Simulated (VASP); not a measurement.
Set up this calculation in VASP 6.6.1, as the native input.

| Property | Result |
| --- | --- |
| Task | relaxation of cell and atoms |
| Functional | PBE |
| Potentials or basis | VASP PAW PBE potentials, release 64 (B) |
| Cutoff | 600 eV |
| k mesh | 6 × 6 × 4 |
| Occupations | gaussian, width 0.1 eV |
| Spin | no spin polarisation |
| Dipole correction | no |
| Further INCAR settings | ALGO = Normal; EDIFF = 1e-06; IBRION = 2; EDIFFG = -0.04; NSW = 90; ISIF = 3 |

The structure of B lies in POSCAR:

```
B
1.0
    2.4741264900      0.0000000000      0.0000000000
   -1.2370632500      2.1426563900      0.0000000000
    0.0000000000      0.0000000000      6.9036879000
B
5
Direct
    0.3333333300      0.6666666700      0.6000000000
    0.6666666700      0.3333333300      0.8000000000
    0.0000000000      0.0000000000      0.0000000000
    0.3333333300      0.6666666700      0.2000000000
    0.6666666700      0.3333333300      0.4000000000
```

The cell was generated, and may not be a known phase.

One way to write it, as run:

INCAR

```
SYSTEM = B
PREC = Accurate ; ENCUT = 600
EDIFF = 1E-6 ; ISMEAR = 0
SIGMA = 0.1 ; LREAL = .FALSE.
LASPH = .TRUE. ; NELM = 100
ALGO = Normal ; ISIF = 3
LWAVE = .FALSE. ; LCHARG = .FALSE.
GGA = PE ; IBRION = 2
NSW = 90 ; EDIFFG = -0.04
```

KPOINTS

```
Automatic mesh
0
G
  6 6 4
  0 0 0
```

Potentials or basis: VASP PAW PBE potentials, release 64 (B).

The run is started by

```sh
$ cat potpaw_PBE.64/B/POTCAR > POTCAR
$ mpirun -np 1 vasp_std > vasp.out
```

It gave:

```
Relaxed volume                        : 6.62 Å³/atom
Relaxed cell                          : a = 2.772 Å, b = 2.772 Å, c = 4.975 Å, α = 90.00°, β = 90.00°, γ = 120.00°
Space group after relaxing (to 0.1 Å) : P-3m1 (No. 164)
Energy gained by relaxing             : 731.0 meV/atom
Ionic steps                           : 32
Pressure after relaxing               : 0.0 GPa
Largest force after relaxing          : 0.017 eV/Å
Band gap on the k mesh                : zero (an odd number of electrons rules out a gap without spin polarisation)
```

Caveat: the k points lie up to 0.44 Å⁻¹ apart in the final cell, too coarse for converged energies and pressures of a metal; a cell axis changed by over 15 % at a fixed basis, so the end point is rough.

It took 5.2 min on 1 thread of Intel Xeon 8259CL, on a shared host, peak memory 0.15 GiB.
